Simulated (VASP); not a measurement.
Input of a VASP 6.6.1 run:

File INCAR:

```
PREC = Accurate ; ENCUT = 520
EDIFF = 1E-7 ; ISMEAR = -1
SIGMA = 0.05 ; LREAL = F
LASPH = T ; NELM = 100
ALGO = Normal ; ISIF = 2
LWAVE = F ; LCHARG = F
NBANDS = 14
```

The input KPOINTS:

```
regular mesh
0
Gamma
  9 9 9
```

POSCAR

```
Rh
1.0
    0.0000000000      1.9029860865      1.9029860865
    1.9029860865      0.0000000000      1.9029860865
    1.9029860865      1.9029860865      0.0000000000
Rh
1
Direct
    0.0000000000      0.0000000000      0.0000000000
```

Potentials or basis: VASP PAW LDA potentials, release 64 (Rh_pv).

The run is started by

```console
$ cat potpaw_LDA.64/Rh_pv/POTCAR > POTCAR
$ mpirun -np 1 vasp_std > vasp.out
```

(1) Estimate the pressure.

## Answers

(1) -11.0 GPa.
